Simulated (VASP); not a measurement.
Hf4Te, 5 atoms in the cell. The structure is cubic, space group Im-3m (No. 229). Conventional cell: a = 6.137 Å, b = 6.137 Å, c = 6.137 Å, α = 90.00°, β = 90.00°, γ = 90.00°. Hf (site symmetry -3m) has 2 Te at 2.66 Å and 6 Hf at 3.07 Å within 3.5 Å. Te (site symmetry m-3m) has 8 Hf at 2.66 Å within 3.5 Å. 

```yaml
Program: VASP 6.6.1
Task: single point
Functional: PBE
Potentials_or_basis: VASP PAW PBE potentials, release 64 (Hf_pv, Te)
Cutoff: 520 eV
k_mesh: 4 × 4 × 4
Occupations: gaussian, width 0.1 eV
Spin: no spin polarisation
Dipole_correction: no
Further_INCAR_settings: ALGO = Normal; EDIFF = 1e-06; NBANDS = 31
```

Potentials or basis: VASP PAW PBE potentials, release 64 (Hf_pv, Te).

Run with:

```sh
$ cat potpaw_PBE.64/Hf_pv/POTCAR potpaw_PBE.64/Te/POTCAR > POTCAR
$ mpirun -np 1 vasp_std > vasp.out
```

Hardware: 1 thread of Intel(R) Xeon(R) 6975P-C (Granite Rapids), on a shared host.

Question: How long does it take, and how much memory?

Answer: Run time: 15 s on 1 thread of Intel(R) Xeon(R) 6975P-C (Granite Rapids), with other jobs on the host, peak memory 0.24 GiB. Counts: scf iterations 12, k points 8.
